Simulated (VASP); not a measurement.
# Cd (Fm-3m) in VASP: notebook

Cd is run at these levels: PBE; tasks: single point, relaxation of cell and atoms.

All numbers are computed with VASP 6.6.1; they aren't measurements. Logs are shortened: lines on timing, memory, paths and dates and some standing lists are left out, and cuts for length are marked.

## 1. The cell of the first run

It takes space group Fm-3m (No. 225, cubic). The conventional cell has a = 4.500 Å, b = 4.500 Å, c = 4.500 Å, α = 90.00°, β = 90.00°, γ = 90.00°. Cd (site symmetry m-3m) has 12 Cd at 3.18 Å within 4.2 Å.

## 2. Single point, PBE

INCAR

```
  PREC = Accurate
  ENCUT = 520
  EDIFF = 1E-6
  ISMEAR = -1
  SIGMA = 0.08
  LREAL = F
  LASPH = T
  NELM = 80
  ALGO = Normal
  ISIF = 2
  LWAVE = F
  LCHARG = F
  GGA = PE
  NBANDS = 12
```

KPOINTS

```
Automatic mesh
0
Gamma
  14 14 14
```

POSCAR

```
Cd
1.0
    0.0000000000      2.2498781340      2.2498781340
    2.2498781340      0.0000000000      2.2498781340
    2.2498781340      2.2498781340      0.0000000000
Cd
1
Direct
    0.0000000000      0.0000000000      0.0000000000
```

Potentials or basis: VASP PAW PBE potentials, release 64 (Cd).

Run with:

```bash
$ cat potpaw_PBE.64/Cd/POTCAR > POTCAR
$ mpirun -np 1 vasp_std > vasp.out
```

OUTCAR:

```text
PREC = Accurate
   ENCUT = 520
   EDIFF = 1E-6
   ISMEAR = -1
   LREAL = F
   LASPH = T
   NELM = 80
   ISIF = 2
   GGA = PE

 ion  position               nearest neighbor table
   1  0.000  0.000  0.000-

  LATTYP: Found a face centered cubic cell.
 ALAT       =     4.4997562680

  Lattice vectors:

 A1 = (   0.0000000000,   2.2498781340,   2.2498781340)
 A2 = (   2.2498781340,   0.0000000000,   2.2498781340)
 A3 = (   2.2498781340,   2.2498781340,   0.0000000000)

Analysis of symmetry for initial positions (statically):
=====================================================================
 Subroutine PRICEL returns:
 Original cell was already a primitive cell.

 Routine SETGRP: Setting up the symmetry group for a
 face centered cubic supercell.

 Subroutine GETGRP returns: Found 48 space group operations
 (whereof 48 operations were pure point group operations)
 out of a pool of 48 trial point group operations.

The static configuration has the point symmetry O_h .

Analysis of symmetry for dynamics (positions and initial velocities):
=====================================================================
 Subroutine PRICEL returns:
 Original cell was already a primitive cell.

 Routine SETGRP: Setting up the symmetry group for a
 face centered cubic supercell.

 Subroutine GETGRP returns: Found 48 space group operations
 (whereof 48 operations were pure point group operations)
 out of a pool of 48 trial point group operations.

The dynamic configuration has the point symmetry O_h .

 Subroutine INISYM returns: Found 48 space group operations
 (whereof 48 operations are pure point group operations),
 and found     1 'primitive' translations

----------------------------------------------------------------------------------------

                                     Primitive cell

  volume of cell :      22.7775

  direct lattice vectors                    reciprocal lattice vectors
     0.000000000  2.249878134  2.249878134    -0.222234259  0.222234259  0.222234259
     2.249878134  0.000000000  2.249878134     0.222234259 -0.222234259  0.222234259
     2.249878134  2.249878134  0.000000000     0.222234259  0.222234259 -0.222234259

  length of vectors
     3.181808171  3.181808171  3.181808171     0.384921028  0.384921028  0.384921028

  position of ions in fractional coordinates (direct lattice)
     0.000000000  0.000000000  0.000000000

  ion indices of the primitive-cell ions
   primitive index   ion index
                 1           1

----------------------------------------------------------------------------------------

 KPOINTS: Automatic mesh

Automatic generation of k-mesh.
 Grid dimensions read from file:
 generate k-points for:   14   14   14

 Generating k-lattice:

  Cartesian coordinates                     Fractional coordinates (reciprocal lattice)
    -0.015873876  0.015873876  0.015873876     0.071428571  0.000000000  0.000000000
     0.015873876 -0.015873876  0.015873876     0.000000000  0.071428571  0.000000000
     0.015873876  0.015873876 -0.015873876     0.000000000  0.000000000  0.071428571

  Length of vectors
     0.027494359  0.027494359  0.027494359

  Shift w.r.t. Gamma in fractional coordinates (k-lattice)
     0.000000000  0.000000000  0.000000000

 Subroutine IBZKPT returns following result:
 ===========================================

 Found    104 irreducible k-points:

 Following reciprocal coordinates:
            Coordinates               Weight
  0.000000  0.000000  0.000000      1.000000
  0.071429  0.000000  0.000000      8.000000
  0.142857  0.000000  0.000000      8.000000
  0.214286  0.000000  0.000000      8.000000
  0.285714  0.000000  0.000000      8.000000
  0.357143  0.000000  0.000000      8.000000
[... 16 lines left out ...]
  0.214286  0.142857  0.000000     24.000000
  0.285714  0.142857  0.000000     24.000000
 [... further k-points ...]
   k-points           NKPTS =    104   k-points in BZ     NKDIM =    104   number of bands    NBANDS=     12
   number of dos      NEDOS =    301   number of ions     NIONS =      1
   total plane-waves  NPLWV =  13824
   dimension x,y,z NGX =    24 NGY =   24 NGZ =   24
   dimension x,y,z NGXF=    48 NGYF=   48 NGZF=   48
   ions per type =               1
   NGX,Y,Z   is equivalent  to a cutoff of  12.54, 12.54, 12.54 a.u.
   NGXF,Y,Z  is equivalent  to a cutoff of  25.08, 25.08, 25.08 a.u.
 SYSTEM =  unknown system
   PREC   = accura    normal or accurate (medium, high low for compatibility)
   ISTART =      0    job   : 0-new  1-cont  2-samecut
   ICHARG =      2    charge: 1-file 2-atom 10-const
   ISPIN  =      1    spin polarized calculation?
   LNONCOLLINEAR =      F non collinear calculations
   LSORBIT =      F    spin-orbit coupling
   LASPH  =      T    aspherical Exc in radial PAW
   ENCUT  =  520.0 eV  38.22 Ry    6.18 a.u.   5.92  5.92  5.92*2*pi/ulx,y,z
   NELM   =     80;   NELMIN=  2; NELMDL= -5     # of ELM steps
   EDIFF  = 0.1E-05   stopping-criterion for ELM
   LREAL  =      F    real-space projection
   EDIFFG = 0.1E-04   stopping-criterion for IOM
   NSW    =      0    number of steps for IOM
   IBRION =     -1    ionic relax: 0-MD 1-quasi-New 2-CG
   NFREE  =      0    steps in history (QN), initial steepest desc. (CG)
   ISIF   =      2    stress and relaxation
   ISYM   =      2    0-nonsym 1-usesym 2-fastsym
   POTIM  = 0.5000    time-step for ionic-motion
   TEBEG  =    0.0;   TEEND  =   0.0 temperature during run
   PSTRESS=    0.0 pullay stress
   NELECT =      12.0000    total number of electrons
   NUPDOWN=      -1.0000    fix difference up-down
   EMIN   =  10.00;   EMAX   =-10.00  energy-range for DOS
   EFERMI =   0.00;   METHOD = LEGACY
   ISMEAR =    -1;   SIGMA  =   0.08  broadening in eV -4-tet -1-fermi 0-gaus
   EFERMI_NEDOS =   21; number of points for ismear=-14 and -15
   IALGO  =     38    algorithm
   IMIX   =      4    mixing-type and parameters
     AMIX     =   0.40;   BMIX     =  1.00
     AMIX_MAG =   1.60;   BMIX_MAG =  1.00
  volume/ion in A,a.u.               =      22.78       153.71
  Fermi-wavevector in a.u.,A,eV,Ry     =   1.322207  2.498610 23.786146  1.748232
  Thomas-Fermi vector in A             =   2.451905
   LORBIT       =      0    0 simple, 1 ext, 2 COOP (PROOUT), +10 PAW based schemes
   GGA     = PE    functional components
   LHFCALC =     F    Hartree Fock is set to
   AEXX    =    0.0000 exact exchange contribution
   IVDW    =     0    specifies the selected vdW correction
   LEPSILON=     F    determine dielectric tensor
   LRPA    =     F    only Hartree local field effects (RPA)
 non-spin polarized calculation
  energy-cutoff  :      520.00
  volume of cell :       22.78
 maximum number of plane-waves:       625
   NGX = 11   NGY = 11   NGZ = 11

 number of electron      11.9999992 magnetization

 Free energy of the ion-electron system (eV)
  ---------------------------------------------------
  ext. energy  EPLUGINS =         0.00000000
  ---------------------------------------------------
  free energy    TOTEN  =        -0.74882013 eV

  energy without entropy =       -0.74412038  energy(sigma->0) =       -0.74647025

 E-fermi :   2.4980     XC(G=0): -10.7635

 val. band max:        2.3536979669   @ k =  -0.4286   0.4286   0.0000
 cond. band min:       2.5236473215   @ k =   0.5000   0.1429   0.0000
 fundamental gap:      0.1699493546
 Fermi energy:         2.4980070212

 k-point     1 :       0.0000    0.0000    0.0000
  band No.  band energies     occupation
      1      -6.4931      2.00000
      2      -6.4931      2.00000
      3      -6.4931      2.00000
      4      -6.0803      2.00000
      5      -6.0803      2.00000
      6      -5.9413      2.00000
      7      16.2782      0.00000
      8      17.0649      0.00000
      9      17.0649      0.00000
     10      17.0649      0.00000
     11      20.3711      0.00000
     12      20.3711      0.00000

 k-point     2 :       0.0714    0.0000    0.0000
  band No.  band energies     occupation
      1      -6.5059      2.00000
      2      -6.4736      2.00000
      3      -6.4736      2.00000
      4      -6.0848      2.00000
      5      -6.0848      2.00000
      6      -5.8118      2.00000
      7      15.1922      0.00000
      8      16.4756      0.00000
      9      16.8512      0.00000
     10      16.8512      0.00000
     11      20.7393      0.00000
     12      20.7396      0.00000

 k-point     3 :       0.1429    0.0000    0.0000
  band No.  band energies     occupation
      1      -6.5587      2.00000
      2      -6.4290      2.00000
      3      -6.4290      2.00000
      4      -6.0861      2.00000
      5      -6.0861      2.00000
      6      -5.4042      2.00000
      7      12.5647      0.00000
      8      16.3878      0.00000
      9      16.3878      0.00000
     10      16.4348      0.00000
     11      20.6590      0.00000
     12      21.5154      0.00000

 k-point     4 :       0.2143    0.0000    0.0000
  band No.  band energies     occupation
      1      -6.6481      2.00000
      2      -6.4002      2.00000
      3      -6.4002      2.00000
      4      -6.0495      2.00000
      5      -6.0495      2.00000
      6      -4.7103      2.00000
      7       9.8930      0.00000
      8      15.8828      0.00000
      9      15.8828      0.00000
     10      16.3085      0.00000
     11      20.3054      0.00000
     12      20.8237      0.00000

 k-point     5 :       0.2857    0.0000    0.0000
  band No.  band energies     occupation
      1      -6.7507      2.00000
      2      -6.4137      2.00000
      3      -6.4137      2.00000
      4      -5.9592      2.00000
      5      -5.9591      2.00000
      6      -3.7390      2.00000
      7       7.3403      0.00000
      8      15.4202      0.00000
      9      15.4202      0.00000
     10      16.0391      0.00000
     11      19.8333      0.00000
     12      19.8333      0.00000
[... 228 lines left out ...]
      1      -6.5241      2.00000
      2      -6.4478      2.00000
      3      -6.4459      2.00000
      4      -6.1144      2.00000
      5      -6.0755      2.00000
      6      -5.5816      2.00000
      7      14.4226      0.00000
      8      14.4734      0.00000
      9      16.9771      0.00000
     10      17.4982      0.00000
     11      20.2211      0.00000
     12      20.5115      0.00000

 k-point    22 :       0.1429    0.1429    0.0000
  band No.  band energies     occupation
      1      -6.6057      2.00000
      2      -6.3542      2.00000
      3      -6.3542      2.00000
      4      -6.2441      2.00000
      5      -6.0211      2.00000
      6      -5.2174      2.00000
      7      14.2912      0.00000
      8      14.2912      0.00000
      9      15.1645      0.00000
     10      15.4331      0.00000
     11      18.0904      0.00000
     12      22.7635      0.00000

 k-point    23 :       0.2143    0.1429    0.0000
  band No.  band energies     occupation
      1      -6.6527      2.00000
      2      -6.3227      2.00000
      3      -6.2964      2.00000
      4      -6.2935      2.00000
      5      -5.9832      2.00000
      6      -4.7090      2.00000
      7      11.9925      0.00000
      8      13.5222      0.00000
      9      14.9007      0.00000
     10      16.3079      0.00000
     11      16.4795      0.00000
     12      22.6991      0.00000

 k-point    24 :       0.2857    0.1429    0.0000
  band No.  band energies     occupation
      1      -6.6999      2.00000
      2      -6.3814      2.00000
      3      -6.2716      2.00000
      4      -6.2508      2.00000
      5      -5.9095      2.00000
      6      -3.9148      2.00000
      7       9.3883      0.00000
      8      12.9751      0.00000
      9      14.5435      0.00000
     10      15.0060      0.00000
     11      17.9863      0.00000
     12      22.2604      0.00000

 [... further k-points ...]

------------------------ aborting loop because EDIFF is reached ----------------------------------------

  FORCE on cell =-STRESS in cart. coord.  units (eV):
  Direction    XX          YY          ZZ          XY          YZ          ZX
  --------------------------------------------------------------------------------------
  -------------------------------------------------------------------------------------
  Total        0.0343701      0.0343701      0.0343701      0.0000000     -0.0000000      0.0000000
  in kB        2.4175964      2.4175964      2.4175964      0.0000000     -0.0000000      0.0000000
  external PRESSURE =       2.4175964 kB  Pullay stress =       0.0000000 kB

 VOLUME and BASIS-vectors are now :
 -----------------------------------------------------------------------------
  energy-cutoff  :      520.00
  volume of cell :       22.78
      direct lattice vectors                 reciprocal lattice vectors
     0.000000000  2.249878134  2.249878134    -0.222234259  0.222234259  0.222234259
     2.249878134  0.000000000  2.249878134     0.222234259 -0.222234259  0.222234259
     2.249878134  2.249878134  0.000000000     0.222234259  0.222234259 -0.222234259

 POSITION                                       TOTAL-FORCE (eV/Angst)
 -----------------------------------------------------------------------------------
      0.00000      0.00000      0.00000        -0.000000     -0.000000     -0.000000
 -----------------------------------------------------------------------------------
    total drift:                               -0.000000     -0.000000     -0.000000

  FREE ENERGIE OF THE ION-ELECTRON SYSTEM (eV)
  ---------------------------------------------------
  free  energy   TOTEN  =        -0.7488201269 eV

  energy  without entropy=       -0.7441203794  energy(sigma->0) =       -0.74647025
```

Run time: 36 s. Hardware: 1 thread of AMD EPYC 7R13, shared host; peak memory 0.12 GiB.

Results:

```
Free energy            : -0.7488 eV
Pressure               : 0.2 GPa
Band gap on the k mesh : zero (band 6 reaches 3.93 eV, above the bottom of band 7 at 1.15 eV)
```

## 3. Single point, PBE

INCAR

```
SYSTEM = Cd
  PREC = Accurate
  ENCUT = 520
  EDIFF = 1E-6
  ISMEAR = -1
  SIGMA = 0.08
  LREAL = .False.
  LASPH = .True.
  NELM = 60
  ALGO = Normal
  ISIF = 2
  LWAVE = .False.
  LCHARG = .False.
  GGA = PE
  NBANDS = 12
```

KPOINTS

```
regular mesh
0
Gamma
  14 14 14
  0 0 0
```

POSCAR is that of step 2.

Potentials or basis: VASP PAW PBE potentials, release 64 (Cd).

Run with:

```bash
$ cat potpaw_PBE.64/Cd/POTCAR > POTCAR
$ mpirun -np 1 vasp_std > vasp.out
```

Run time: 33 s. Hardware: 1 thread of AMD EPYC 7R13, shared host; peak memory 0.12 GiB.

The run converged. Its results:

| Quantity | Value |
| --- | --- |
| Free energy | -0.7488 eV |
| Pressure | 0.2 GPa |
| Band gap on the k mesh | zero (band 6 reaches 3.93 eV, above the bottom of band 7 at 1.15 eV) |

Levels at points of the mesh, in eV from the Fermi level:
| k point | band 2 | band 3 | band 4 | band 5 | band 6 | band 7 | band 8 | band 9 | band 10 | band 11 |
| --- | --- | --- | --- | --- | --- | --- | --- | --- | --- | --- |
| (0.00, 0.00, 0.00) | -8.99 | -8.99 | -8.58 | -8.58 | -8.44 | 13.78 | 14.57 | 14.57 | 14.57 | 17.87 |
| (0.50, 0.00, 0.00) | -8.99 | -8.99 | -8.24 | -8.24 | -2.12 | -1.35 | 12.20 | 12.20 | 12.90 | 16.03 |
| (0.50, 0.50, 0.00) | -9.50 | -8.26 | -8.15 | -8.15 | -0.66 | 1.27 | 6.68 | 6.68 | 10.78 | 10.80 |

## 4. Relaxation of cell and atoms, PBE

This run uses another cell than the first one, of 23.11 Å³/atom, 1.014 times its volume.

INCAR

```
SYSTEM = Cd
PREC     = Accurate       ! precision mode
ENCUT    = 600            ! plane-wave cutoff, eV
EDIFF    = 1E-7           ! SCF threshold, eV
ISMEAR   = -1             ! smearing method
SIGMA    = 0.08           ! smearing width, eV
LREAL    = .False.        ! projectors in reciprocal space
LASPH    = .True.         ! aspherical terms in the spheres
NELM     = 100            ! most SCF steps
ALGO     = Normal         ! electronic algorithm
ISIF     = 3              ! what is computed and relaxed
LWAVE    = .False.        ! write WAVECAR
LCHARG   = .False.        ! write CHGCAR
GGA      = PE             ! functional
IBRION   = 2              ! ionic algorithm
NSW      = 60             ! ionic steps
EDIFFG   = -0.005         ! ionic threshold
```

KPOINTS

```
Automatic mesh
0
Gamma
  14 14 14
  0 0 0
```

POSCAR

```
Cd
1.0
    0.0000000000      2.2606409543      2.2606409543
    2.2606409543      0.0000000000      2.2606409543
    2.2606409543      2.2606409543      0.0000000000
Cd
1
Direct
    0.0000000000      0.0000000000      0.0000000000
```

Run with:

```bash
$ cat potpaw_PBE.64/Cd/POTCAR > POTCAR
$ mpirun -np 1 vasp_std > vasp.out
```

Wall time 1.9 min (1 thread of AMD EPYC 7R13, shared host); peak memory 0.15 GiB.

It converged, with:

| Property | Result |
| --- | --- |
| Free energy | -0.7487 eV |
| Relaxed volume | 22.85 Å³/atom |
| Relaxed cell | a = 3.185 Å, b = 3.185 Å, c = 3.185 Å, α = 60.00°, β = 60.00°, γ = 60.00° |
| Space group after relaxing (to 0.05 Å) | Fm-3m (No. 225) |
| Energy gained by relaxing | 0.4 meV/atom |
| Ionic steps | 3 |
| Pressure after relaxing | 0.0 GPa |
| Band gap on the k mesh | zero (band 6 reaches 3.91 eV, above the bottom of band 7 at 1.12 eV) |

Step by step:
```
step  energy change (eV)  largest force (eV/Å)  pressure (GPa)  volume (Å³)
   1              0.0000                0.0000           -0.46        23.11
   2             -0.0004                0.0000           -0.06        22.88
   3             -0.0004                0.0000            0.00        22.85
```

Final structure:
```cif
data_structure
_symmetry_space_group_name_H-M 'P 1'
_symmetry_Int_Tables_number 1
_cell_length_a 3.1854
_cell_length_b 3.1854
_cell_length_c 3.1854
_cell_angle_alpha 60.000
_cell_angle_beta 60.000
_cell_angle_gamma 60.000
_cell_volume 22.85
loop_
_atom_site_label
_atom_site_type_symbol
_atom_site_fract_x
_atom_site_fract_y
_atom_site_fract_z
_atom_site_occupancy
Cd1 Cd 0.00000 0.00000 0.00000 1
```

Levels at points of the mesh, in eV from the Fermi level:
```csv
k point,band 2,band 3,band 4,band 5,band 6,band 7,band 8,band 9,band 10
"(0.00, 0.00, 0.00)",-8.98,-8.98,-8.57,-8.57,-8.42,13.77,14.53,14.53,14.53
"(0.50, 0.00, 0.00)",-8.98,-8.98,-8.24,-8.24,-2.10,-1.35,12.17,12.17,12.89
"(0.50, 0.50, 0.00)",-9.48,-8.26,-8.15,-8.15,-0.65,1.25,6.67,6.67,10.76
```
